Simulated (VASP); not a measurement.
SiC:

```
Si C
1.0
     3.08000    0.00000    0.00000
    -1.54000    2.66736    0.00000
     0.00000    0.00000   15.12000
Si C
6 6
Direct
  0.00000 0.00000 0.00000
  0.33333 0.66667 0.16667
  0.66667 0.33333 0.33333
  0.00000 0.00000 0.50000
  0.66667 0.33333 0.66667
  0.33333 0.66667 0.83333
  0.00000 0.00000 0.12500
  0.33333 0.66667 0.29167
  0.66667 0.33333 0.45833
  0.00000 0.00000 0.62500
  0.66667 0.33333 0.79167
  0.33333 0.66667 0.95833
```

* Program: VASP 6.6.1
* Task: relaxation of cell and atoms
* Functional: LDA
* Potentials or basis: VASP PAW LDA potentials, release 64 (Si, C)
* Cutoff: 600 eV
* k mesh: 8 × 8 × 2
* Occupations: gaussian, width 0.01 eV
* Spin: no spin polarisation

At the start: pressure -4.4 GPa; volume 10.35 Å³/atom.

Question: Where does the relaxation end?

Answer: Over 8 steps the energy falls by 2.9 meV/atom and the volume is 10.15 Å³/atom (-2.0 %); space group P6_3mc (No. 186, to 0.1 Å) before and after.

The path:
| step | energy change (eV) | largest force (eV/Å) | pressure (GPa) | volume (Å³) |
| --- | --- | --- | --- | --- |
| 1 | 0.0000 | 0.1250 | -4.35 | 124.22 |
| 2 | 0.0058 | 0.0756 | 5.06 | 119.23 |
| 3 | -0.0341 | 0.0352 | 0.01 | 121.79 |
| 4 | -0.0341 | 0.0341 | 0.09 | 121.74 |
| 5 | -0.0343 | 0.0084 | 0.08 | 121.75 |
| 6 | -0.0343 | 0.0078 | 0.08 | 121.75 |
| 7 | -0.0343 | 0.0073 | -0.07 | 121.83 |
| 8 | -0.0343 | 0.0016 | 0.00 | 121.79 |

Final structure:
```xyz
12
Lattice="3.0604 0.0000 0.0000 -1.5302 2.6504 0.0000 0.0000 0.0000 15.0153" Properties=species:S:1:pos:R:3 pbc="T T T"
Si   -1.5302    2.6504   15.0146
Si    0.0000    1.7669    2.5029
Si    1.5302    0.8835    5.0028
Si    0.0000    0.0000    7.5069
Si    1.5302    0.8835   10.0105
Si    0.0000    1.7669   12.5104
C     0.0000    0.0000    1.8816
C     0.0000    1.7669    4.3798
C     1.5302    0.8835    6.8796
C     0.0000    0.0000    9.3893
C     1.5302    0.8835   11.8874
C     0.0000    1.7669   14.3873
```
